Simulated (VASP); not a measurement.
Input of a VASP 6.6.1 run:

INCAR

```
PREC = Accurate ; ENCUT = 600
EDIFF = 1E-7 ; ISMEAR = 0
SIGMA = 0.1 ; LREAL = False
LASPH = True ; NELM = 100
ALGO = Normal ; ISIF = 3
LWAVE = False ; LCHARG = False
GGA = PE ; IBRION = 2
NSW = 100 ; EDIFFG = -0.01
```

The input KPOINTS:

```
Automatic mesh
0
Gamma
  8 8 8
```

File POSCAR:

```
Bi3As5
1.0
   -3.6242912519      3.6242912519      3.6242912519
    3.6242912519     -3.6242912519      3.6242912519
    3.6242912519      3.6242912519     -3.6242912519
Bi As
3 5
Direct
    0.0000000000      0.5000000000      0.5000000000
    0.5000000000      0.5000000000      0.0000000000
    0.5000000000      0.0000000000      0.5000000000
    0.0000000000      0.0000000000      0.0000000000
    0.0000000000      0.0000000000      0.5000000000
    0.0000000000      0.5000000000      0.0000000000
    0.5000000000      0.0000000000      0.0000000000
    0.5000000000      0.5000000000      0.5000000000
```

Potentials or basis: VASP PAW PBE potentials, release 64 (Bi_d, As).

Command:

```bash
$ cat potpaw_PBE.64/Bi_d/POTCAR potpaw_PBE.64/As/POTCAR > POTCAR
$ mpirun -np 1 vasp_std > vasp.out
```

(1) Estimate the relaxed cell.

(2) Predict the space group after relaxing (to 0.05 Å).

(3) Predict the band gap on the k mesh.

Results:

(1) a = 6.271 Å, b = 6.271 Å, c = 6.271 Å, α = 109.47°, β = 109.47°, γ = 109.47°.

(2) Im-3m (No. 229).

(3) zero (band 35 reaches 8.24 eV, above the bottom of band 36 at 6.32 eV).

Caveat: spin-orbit coupling is left out, which moves the levels of the heavy elements.
